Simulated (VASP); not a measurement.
Set up this calculation in VASP 6.6.1, as the native input.

- Task: relaxation of cell and atoms
- Functional: PBE
- Potentials or basis: VASP PAW PBE potentials, release 64 (Hf_pv, Se, S)
- Cutoff: 600 eV
- k mesh: 10 × 10 × 10
- Occupations: gaussian, width 0.1 eV
- Spin: no spin polarisation
- Dipole correction: no
- Further INCAR settings: ALGO = Normal; EDIFF = 1e-06; IBRION = 2; EDIFFG = -0.01; NSW = 100; ISIF = 3

The structure of HfSeS4 lies in POSCAR:

```
HfSeS4
1.0
    0.0000000000      3.7162978695      3.7162978695
    3.7162978695      0.0000000000      3.7162978695
    3.7162978695      3.7162978695      0.0000000000
Hf Se S
1 1 4
Direct
    0.7500000000      0.7500000000      0.7500000000
    0.0000000000      0.0000000000      0.0000000000
    0.3767896600      0.3767896600      0.8696310200
    0.8696310200      0.3767896600      0.3767896600
    0.3767896600      0.3767896600      0.3767896600
    0.3767896600      0.8696310200      0.3767896600
```

One way to write it, as run:

INCAR

```
SYSTEM = HfSeS4
ALGO = Normal
EDIFF = 1E-6
EDIFFG = -0.01
ENCUT = 600
GGA = PE
IBRION = 2
ISIF = 3
ISMEAR = 0
LASPH = .TRUE.
LCHARG = .FALSE.
LREAL = .FALSE.
LWAVE = .FALSE.
NELM = 60
NSW = 100
PREC = Accurate
SIGMA = 0.1
```

KPOINTS

```
k-points
0
G
  10 10 10
  0 0 0
```

Potentials or basis: VASP PAW PBE potentials, release 64 (Hf_pv, Se, S).

The run is started by

```sh
$ cat potpaw_PBE.64/Hf_pv/POTCAR potpaw_PBE.64/Se/POTCAR potpaw_PBE.64/S/POTCAR > POTCAR
$ mpirun -np 1 vasp_std > vasp.out
```

It gave:

The relaxed volume is 16.96 Å³/atom, the relaxed cell is a = 5.241 Å, b = 5.241 Å, c = 5.241 Å, α = 60.00°, β = 60.00°, γ = 60.00° and the space group after relaxing (to 0.05 Å) is F-43m (No. 216). The energy gained by relaxing is 1.0 meV/atom. The ionic steps are 5. The pressure after relaxing is 0.0 GPa and the band gap on the k mesh is zero (band 20 reaches 8.60 eV, above the bottom of band 21 at 6.63 eV).

Caveat: spin-orbit coupling is left out, which moves the levels of the heavy elements.

Run time: 3.1 min on 1 thread of Intel(R) Xeon(R) 6975P-C (Granite Rapids), with other jobs on the host, peak memory 0.37 GiB.
